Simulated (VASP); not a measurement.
# InP (F-43m) in VASP: single point with PBEsol

Aim: the single point of InP with PBEsol.

Everything below comes from runs of VASP 6.6.1. Logs are shortened: lines on timing, memory, paths and dates and some standing lists are left out, and cuts for length are marked.

### Step 1. The cell of the first run

Symmetry: F-43m, No. 216, cubic system. The conventional cell has a = 5.861 Å, b = 5.861 Å, c = 5.861 Å, α = 90.00°, β = 90.00°, γ = 90.00°. Within 3.3 Å of In (site symmetry -43m) lie 4 P at 2.54 Å. P (site symmetry -43m) has 4 In at 2.54 Å within 3.3 Å.

### Step 2. Single point, PBEsol

INCAR

```
SYSTEM = InP
ALGO = Normal
EDIFF = 1E-6
ENCUT = 500
GGA = PS
GGA_COMPAT = .FALSE.
ISIF = 2
ISMEAR = 0
LASPH = .TRUE.
LCHARG = .FALSE.
LREAL = .FALSE.
LWAVE = .FALSE.
NBANDS = 16
NELM = 120
PREC = Accurate
SIGMA = 0.01
```

KPOINTS

```
k-points
0
G
  4 4 4
  0 0 0
```

POSCAR

```
InP
1.0
    0.0000000000      2.9305000000      2.9305000000
    2.9305000000      0.0000000000      2.9305000000
    2.9305000000      2.9305000000      0.0000000000
In P
1 1
Direct
    0.0000000000      0.0000000000      0.0000000000
    0.2500000000      0.2500000000      0.2500000000
```

Potentials or basis: VASP PAW PBE potentials, release 64 (In_d, P).

On the command line:

```console
$ cat potpaw_PBE.64/In_d/POTCAR potpaw_PBE.64/P/POTCAR > POTCAR
$ mpirun -np 1 vasp_std > vasp.out
```

OUTCAR:

```text
SYSTEM = InP
   EDIFF = 1E-6
   ENCUT = 500
   GGA = PS
   ISIF = 2
   ISMEAR = 0
   LASPH = .TRUE.
   LREAL = .FALSE.
   NELM = 120
   PREC = Accurate

 ion  position               nearest neighbor table
   1  0.000  0.000  0.000-   2 2.54   2 2.54   2 2.54   2 2.54
   2  0.250  0.250  0.250-   1 2.54   1 2.54   1 2.54   1 2.54

  LATTYP: Found a face centered cubic cell.
 ALAT       =     5.8610000000

  Lattice vectors:

 A1 = (   0.0000000000,   2.9305000000,   2.9305000000)
 A2 = (   2.9305000000,   0.0000000000,   2.9305000000)
 A3 = (   2.9305000000,   2.9305000000,   0.0000000000)

Analysis of symmetry for initial positions (statically):
=====================================================================
 Subroutine PRICEL returns:
 Original cell was already a primitive cell.

 Routine SETGRP: Setting up the symmetry group for a
 face centered cubic supercell.

 Subroutine GETGRP returns: Found 24 space group operations
 (whereof 24 operations were pure point group operations)
 out of a pool of 48 trial point group operations.

The static configuration has the point symmetry T_d .

Analysis of symmetry for dynamics (positions and initial velocities):
=====================================================================
 Subroutine PRICEL returns:
 Original cell was already a primitive cell.

 Routine SETGRP: Setting up the symmetry group for a
 face centered cubic supercell.

 Subroutine GETGRP returns: Found 24 space group operations
 (whereof 24 operations were pure point group operations)
 out of a pool of 48 trial point group operations.

The dynamic configuration has the point symmetry T_d .

 Subroutine INISYM returns: Found 24 space group operations
 (whereof 24 operations are pure point group operations),
 and found     1 'primitive' translations

----------------------------------------------------------------------------------------

                                     Primitive cell

  volume of cell :      50.3333

  direct lattice vectors                    reciprocal lattice vectors
     0.000000000  2.930500000  2.930500000    -0.170619348  0.170619348  0.170619348
     2.930500000  0.000000000  2.930500000     0.170619348 -0.170619348  0.170619348
     2.930500000  2.930500000  0.000000000     0.170619348  0.170619348 -0.170619348

  length of vectors
     4.144352845  4.144352845  4.144352845     0.295521380  0.295521380  0.295521380

  position of ions in fractional coordinates (direct lattice)
     0.000000000  0.000000000  0.000000000
     0.250000000  0.250000000  0.250000000

  ion indices of the primitive-cell ions
   primitive index   ion index
                 1           1
                 2           2

----------------------------------------------------------------------------------------

 KPOINTS: k-points

Automatic generation of k-mesh.
 Grid dimensions read from file:
 generate k-points for:    4    4    4

 Generating k-lattice:

  Cartesian coordinates                     Fractional coordinates (reciprocal lattice)
    -0.042654837  0.042654837  0.042654837     0.250000000  0.000000000  0.000000000
     0.042654837 -0.042654837  0.042654837     0.000000000  0.250000000  0.000000000
     0.042654837  0.042654837 -0.042654837     0.000000000  0.000000000  0.250000000

  Length of vectors
     0.073880345  0.073880345  0.073880345

  Shift w.r.t. Gamma in fractional coordinates (k-lattice)
     0.000000000  0.000000000  0.000000000

 Subroutine IBZKPT returns following result:
 ===========================================

 Found      8 irreducible k-points:

 Following reciprocal coordinates:
            Coordinates               Weight
  0.000000  0.000000  0.000000      1.000000
  0.250000  0.000000  0.000000      8.000000
  0.500000  0.000000  0.000000      4.000000
  0.250000  0.250000  0.000000      6.000000
  0.500000  0.250000  0.000000     24.000000
 -0.250000  0.250000  0.000000     12.000000
  0.500000  0.500000  0.000000      3.000000
 -0.250000  0.500000  0.250000      6.000000
   k-points           NKPTS =      8   k-points in BZ     NKDIM =      8   number of bands    NBANDS=     16
   number of dos      NEDOS =    301   number of ions     NIONS =      2
   total plane-waves  NPLWV =  27000
   dimension x,y,z NGX =    30 NGY =   30 NGZ =   30
   dimension x,y,z NGXF=    60 NGYF=   60 NGZF=   60
   ions per type =               1   1
   NGX,Y,Z   is equivalent  to a cutoff of  12.03, 12.03, 12.03 a.u.
   NGXF,Y,Z  is equivalent  to a cutoff of  24.07, 24.07, 24.07 a.u.
 SYSTEM =  InP
   PREC   = accura    normal or accurate (medium, high low for compatibility)
   ISTART =      0    job   : 0-new  1-cont  2-samecut
   ICHARG =      2    charge: 1-file 2-atom 10-const
   ISPIN  =      1    spin polarized calculation?
   LNONCOLLINEAR =      F non collinear calculations
   LSORBIT =      F    spin-orbit coupling
   LASPH  =      T    aspherical Exc in radial PAW
   ENCUT  =  500.0 eV  36.75 Ry    6.06 a.u.   7.56  7.56  7.56*2*pi/ulx,y,z
   NELM   =    120;   NELMIN=  2; NELMDL= -5     # of ELM steps
   EDIFF  = 0.1E-05   stopping-criterion for ELM
   LREAL  =      F    real-space projection
   EDIFFG = 0.1E-04   stopping-criterion for IOM
   NSW    =      0    number of steps for IOM
   IBRION =     -1    ionic relax: 0-MD 1-quasi-New 2-CG
   NFREE  =      0    steps in history (QN), initial steepest desc. (CG)
   ISIF   =      2    stress and relaxation
   ISYM   =      2    0-nonsym 1-usesym 2-fastsym
   POTIM  = 0.5000    time-step for ionic-motion
   TEBEG  =    0.0;   TEEND  =   0.0 temperature during run
   PSTRESS=    0.0 pullay stress
   NELECT =      18.0000    total number of electrons
   NUPDOWN=      -1.0000    fix difference up-down
   EMIN   =  10.00;   EMAX   =-10.00  energy-range for DOS
   EFERMI =   0.00;   METHOD = LEGACY
   ISMEAR =     0;   SIGMA  =   0.01  broadening in eV -4-tet -1-fermi 0-gaus
   EFERMI_NEDOS =   21; number of points for ismear=-14 and -15
   IALGO  =     38    algorithm
   IMIX   =      4    mixing-type and parameters
     AMIX     =   0.40;   BMIX     =  1.00
     AMIX_MAG =   1.60;   BMIX_MAG =  1.00
  volume/ion in A,a.u.               =      25.17       169.83
  Fermi-wavevector in a.u.,A,eV,Ry     =   1.162021  2.195901 18.371846  1.350293
  Thomas-Fermi vector in A             =   2.298587
   LORBIT       =      0    0 simple, 1 ext, 2 COOP (PROOUT), +10 PAW based schemes
   GGA     = PS    functional components
   LHFCALC =     F    Hartree Fock is set to
   AEXX    =    0.0000 exact exchange contribution
   IVDW    =     0    specifies the selected vdW correction
   LEPSILON=     F    determine dielectric tensor
   LRPA    =     F    only Hartree local field effects (RPA)
 non-spin polarized calculation
 Gauss-broadening in eV      SIGMA  =   0.01
  energy-cutoff  :      500.00
  volume of cell :       50.33
 maximum number of plane-waves:      1298
   NGX = 15   NGY = 15   NGZ = 15

 number of electron      18.0000009 magnetization

 Free energy of the ion-electron system (eV)
  ---------------------------------------------------
  ext. energy  EPLUGINS =         0.00000000
  ---------------------------------------------------
  free energy    TOTEN  =        -9.03760072 eV

  energy without entropy =       -9.03760072  energy(sigma->0) =       -9.03760072

 E-fermi :   5.2660     XC(G=0):  -9.4612

 val. band max:        5.1393400364   @ k =   0.0000   0.0000   0.0000
 cond. band min:       5.7375582087   @ k =   0.0000   0.0000   0.0000
 fundamental gap:      0.5982181723
 Fermi energy:         5.2659996340

 k-point     1 :       0.0000    0.0000    0.0000
  band No.  band energies     occupation
      1      -9.0608      2.00000
      2      -9.0608      2.00000
      3      -9.0608      2.00000
      4      -8.9086      2.00000
      5      -8.9086      2.00000
      6      -6.4156      2.00000
[... 8 lines left out ...]
     15      14.5436      0.00000
     16      14.5436      0.00000

 k-point     2 :       0.2500    0.0000    0.0000
  band No.  band energies     occupation
      1      -9.1230      2.00000
      2      -9.0373      2.00000
      3      -9.0373      2.00000
      4      -8.9060      2.00000
      5      -8.9060      2.00000
      6      -5.7311      2.00000
[... 8 lines left out ...]
     15      13.6338      0.00000
     16      14.0489      0.00000

 k-point     3 :       0.5000    0.0000    0.0000
  band No.  band energies     occupation
      1      -9.1796      2.00000
      2      -9.0217      2.00000
      3      -9.0217      2.00000
      4      -8.8947      2.00000
      5      -8.8947      2.00000
      6      -4.6605      2.00000
[... 8 lines left out ...]
     15      15.7277      0.00000
     16      15.7277      0.00000

 k-point     4 :       0.2500    0.2500    0.0000
  band No.  band energies     occupation
      1      -9.1630      2.00000
      2      -9.0091      2.00000
      3      -9.0091      2.00000
      4      -8.9326      2.00000
      5      -8.8908      2.00000
      6      -5.5064      2.00000
[... 8 lines left out ...]
     15      15.0856      0.00000
     16      17.0537      0.00000

 k-point     5 :       0.5000    0.2500    0.0000
  band No.  band energies     occupation
      1      -9.2026      2.00000
      2      -8.9986      2.00000
      3      -8.9856      2.00000
      4      -8.9293      2.00000
      5      -8.8870      2.00000
      6      -4.3984      2.00000
[... 8 lines left out ...]
     15      15.8656      0.00000
     16      17.0508      0.00000

 k-point     6 :      -0.2500    0.2500    0.0000
  band No.  band energies     occupation
      1      -9.1736      2.00000
      2      -9.0149      2.00000
      3      -9.0066      2.00000
      4      -8.9100      2.00000
      5      -8.9035      2.00000
      6      -4.7976      2.00000
[... 8 lines left out ...]
     15      15.3987      0.00000
     16      16.9234      0.00000

 k-point     7 :       0.5000    0.5000    0.0000
  band No.  band energies     occupation
      1      -9.2459      2.00000
      2      -8.9614      2.00000
      3      -8.9549      2.00000
      4      -8.9549      2.00000
      5      -8.8730      2.00000
      6      -3.9910      2.00000
[... 8 lines left out ...]
     15      15.8867      0.00000
     16      16.8934      0.00000

 k-point     8 :      -0.2500    0.5000    0.2500
  band No.  band energies     occupation
      1      -9.2116      2.00000
      2      -9.0006      2.00000
      3      -8.9640      2.00000
      4      -8.9295      2.00000
      5      -8.8934      2.00000
      6      -3.9080      2.00000
[... 8 lines left out ...]
     15      16.4076      0.00000
     16      17.0391      0.00000

------------------------ aborting loop because EDIFF is reached ----------------------------------------

  FORCE on cell =-STRESS in cart. coord.  units (eV):
  Direction    XX          YY          ZZ          XY          YZ          ZX
  --------------------------------------------------------------------------------------
  -------------------------------------------------------------------------------------
  Total        0.2469690      0.2469690      0.2469690     -0.0000000      0.0000000     -0.0000000
  in kB        7.8613632      7.8613632      7.8613632     -0.0000000      0.0000000     -0.0000000
  external PRESSURE =       7.8613632 kB  Pullay stress =       0.0000000 kB

 VOLUME and BASIS-vectors are now :
 -----------------------------------------------------------------------------
  energy-cutoff  :      500.00
  volume of cell :       50.33
      direct lattice vectors                 reciprocal lattice vectors
     0.000000000  2.930500000  2.930500000    -0.170619348  0.170619348  0.170619348
     2.930500000  0.000000000  2.930500000     0.170619348 -0.170619348  0.170619348
     2.930500000  2.930500000  0.000000000     0.170619348  0.170619348 -0.170619348

 POSITION                                       TOTAL-FORCE (eV/Angst)
 -----------------------------------------------------------------------------------
      0.00000      0.00000      0.00000         0.000000     -0.000000     -0.000000
      1.46525      1.46525      1.46525        -0.000000      0.000000      0.000000
 -----------------------------------------------------------------------------------
    total drift:                                0.000000      0.000000      0.000000

  FREE ENERGIE OF THE ION-ELECTRON SYSTEM (eV)
  ---------------------------------------------------
  free  energy   TOTEN  =        -9.0376007175 eV

  energy  without entropy=       -9.0376007175  energy(sigma->0) =       -9.03760072
```

Wall time 5.5 s (1 thread of Intel Xeon 6975P-C (Granite Rapids), shared host); peak memory 0.16 GiB.

Results:

```
Free energy            : -9.0376 eV
Pressure               : 0.8 GPa
Band gap on the k mesh : 0.60 eV, direct
```

Caveat: the k points lie up to 0.46 Å⁻¹ apart; the PAW data sets were made with another functional, which shifts forces and pressure a little; spin-orbit coupling is left out, which moves the levels of the heavy elements. PBEsol gaps usually lie below the measured ones, often by a third to a half.
